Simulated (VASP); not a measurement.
WS2, a slab with vacuum:

```
CELL_PARAMETERS angstrom
3.20460 0.00000 0.00000
-1.60230 2.77526 0.00000
0.00000 0.00000 17.06284
ATOMIC_POSITIONS crystal
W 0.00000 0.00000 0.00000
S 0.33333 0.66667 0.09200
S 0.33333 0.66667 0.90800
```

This cell differs from its parent crystal: volume scaled by 1.02.

Base run:

| Quantity | Value |
| --- | --- |
| Program | VASP 6.6.1 |
| Functional | LDA |
| Potentials or basis | VASP PAW LDA potentials, release 64 (W_sv, S) |
| Cutoff | 520 eV |
| k mesh | 10 × 10 × 2 |
| Occupations | fermi-dirac, width 0.05 eV |
| Spin | no spin polarisation |

Its results: band gap on the k mesh 1.93 eV, indirect (least direct gap 2.09 eV); largest force 0.695 eV/Å.

Problem. The run is repeated on the same cell with these changes: functional from LDA to r2SCAN; potentials or basis from VASP PAW LDA potentials, release 64 (W_sv, S) to VASP PAW PBE potentials, release 64 (W_sv, S). What comes out?

Solution. Band gap on the k mesh 2.04 eV, indirect (least direct gap 2.22 eV); largest force 0.354 eV/Å.

Caveats: spin-orbit coupling is left out, which moves the levels of the heavy elements; the PAW data sets were made with another functional, which shifts forces and pressure a little (some runs).

A k mesh can miss the band edges.
